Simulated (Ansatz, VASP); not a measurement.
**One calculation of TiTe2, two programs**

```
Te Ti
1.0
     3.67869    0.00000    0.00000
    -1.83934    3.18584    0.00000
     0.00000    0.00000   32.92368
Te Ti
2 1
Direct
  0.33333 0.66667 0.44647
  0.66667 0.33333 0.55353
  0.00000 0.00000 0.50000
```

Alike in both runs: functional PBE; dispersion D3(BJ); k mesh 15 × 15 × 1; occupations gaussian, width 0.1 eV; no spin polarisation.

Ansatz relaxed the structure, and its values are those at the end. VASP's run is a single point on that final structure, the one shown.

```csv
,VASP,Ansatz
version,VASP 6.6.1,Ansatz 0.2.0
potentials or method,"VASP PAW PBE potentials, release 64 (Te, Ti_sv), cutoff 520 eV","scalar-relativistic, plane waves, PAW"
valence electrons in the cell,24,44
```

Ansatz gave:

```
gap on the k mesh at the Fermi level (eV)  : none
rms of the force components (eV/Å)         : 0.000
work function, face that differs most (eV) : 4.72
```

Question: What did VASP give for the same quantities?

Answer: gap on the k mesh at the Fermi level (eV): none; rms of the force components (eV/Å): 0.004; work function, face that differs most (eV): 4.72.

A gap of «none» marks a metal or a gap that the smearing closes. VASP's potentials hold 24 valence electrons a cell and Ansatz's 44, so a difference there can come from the potentials and not from the codes.

Neither program's run includes spin-orbit coupling.
